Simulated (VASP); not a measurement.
Write the native input for VASP 6.6.1 that does the following.

* Task: single point
* Functional: PBE
* Potentials or basis: VASP PAW PBE potentials, release 64 (Li_sv, Pd, C)
* Cutoff: 520 eV
* k mesh: 12 × 12 × 8
* Occupations: fermi-dirac, width 0.15 eV
* Spin: no spin polarisation
* Dipole correction: no
* Further INCAR settings: ALGO = Normal; EDIFF = 1e-06; NBANDS = 20

The structure of Li2PdC2 lies in POSCAR:

```
Li2PdC2
1.0
    3.8255568206      0.0000000000      0.0000000000
   -1.9127784103      3.3130293902      0.0000000000
    0.0000000000      0.0000000000      5.2647595334
Li Pd C
2 1 2
Direct
    0.6666666667      0.3333333333      0.7042364245
    0.3333333333      0.6666666667      0.2957635755
    0.0000000000      0.0000000000      0.0000000000
    0.0000000000      0.0000000000      0.6201413926
    0.0000000000      0.0000000000      0.3798586074
```

The input as run:

INCAR

```
ALGO = Normal ; EDIFF = 1E-6
ENCUT = 520 ; GGA = PE
ISIF = 2 ; ISMEAR = -1
LASPH = True ; LCHARG = False
LREAL = False ; LWAVE = False
NBANDS = 20 ; NELM = 60
PREC = Accurate ; SIGMA = 0.15
```

KPOINTS

```
k-points
0
Gamma
  12 12 8
```

Potentials or basis: VASP PAW PBE potentials, release 64 (Li_sv, Pd, C).

The run is started by

```console
$ cat potpaw_PBE.64/Li_sv/POTCAR potpaw_PBE.64/Pd/POTCAR potpaw_PBE.64/C/POTCAR > POTCAR
$ mpirun -np 1 vasp_std > vasp.out
```

Results of the run:

```
Largest force : 0.107 eV/Å
```

Run time: 70 s on 1 thread of Intel(R) Xeon(R) 6975P-C (Granite Rapids), on a shared host, peak memory 0.3 GiB.
